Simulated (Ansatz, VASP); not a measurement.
One calculation of Li2S, two programs

```
Li S
1.0
     0.01414    2.83438    2.83438
     2.83438    0.01414    2.83438
     2.83438    2.83438    0.01414
Li S
2 1
Cartesian
  1.4207 1.4207 1.4207
  4.2622 4.2622 4.2622
  0.0000 0.0000 0.0000
```

Change from the starting cell: equal xy, yz and zx engineering shears of +0.5 %.

Alike in both runs: task relaxation of the atoms; functional PBEsol; k mesh 6 × 6 × 6; no spin polarisation.

```csv
,VASP,Ansatz
version,VASP 6.6.1,Ansatz 0.2.0
potentials or method,"VASP PAW PBE potentials, release 64 (Li_sv, S), cutoff 650 eV","all-electron LAPW, scalar-relativistic"
occupations,"gaussian, width 0.01 eV",fixed
```

```csv
,VASP,Ansatz,Ansatz less VASP
"gap on the k mesh at the Fermi level, each at its own relaxed structure (eV)",3.19,3.20,+0.002
```

VASP's potentials were made for PBE, not for PBEsol. Ansatz ran all-electron here, and VASP with PAW potentials.
